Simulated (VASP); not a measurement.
**Ag: single point with PBEsol**

Ag:

```
Ag
1.0
     0.00000    2.04275    2.04275
     2.04275    0.00000    2.04275
     2.04275    2.04275    0.00000
Ag
1
Direct
  0.00000 0.00000 0.00000
```

| Item | Value |
| --- | --- |
| Program | VASP 6.6.1 |
| Task | single point |
| Functional | PBEsol |
| Potentials or basis | VASP PAW PBE potentials, release 64 (Ag) |
| Cutoff | 520 eV |
| k mesh | 11 × 11 × 11 |
| Occupations | methfessel-paxton, width 0.1 eV |
| Spin | non-collinear spin, zero start, spin-orbit coupling |
| Starting moments | [[0.0, 0.0, 0.0]] μB |

```json
{
  "Pressure": "-3.3 GPa",
  "Net moment": "0.00 μB per cell",
  "Valence electrons inside the program's atomic spheres": "Ag 9.86"
}
```

Moments on the atoms (μB; x, y, z):
```
Ag  0.00 0.00 0.00
```

It took 16 s on 1 thread of Intel(R) Xeon(R) 6975P-C (Granite Rapids), on a shared host, peak memory 0.2 GiB.

Caveat: the cell stands under tension; the PAW data sets were made with another functional, which shifts forces and pressure a little.
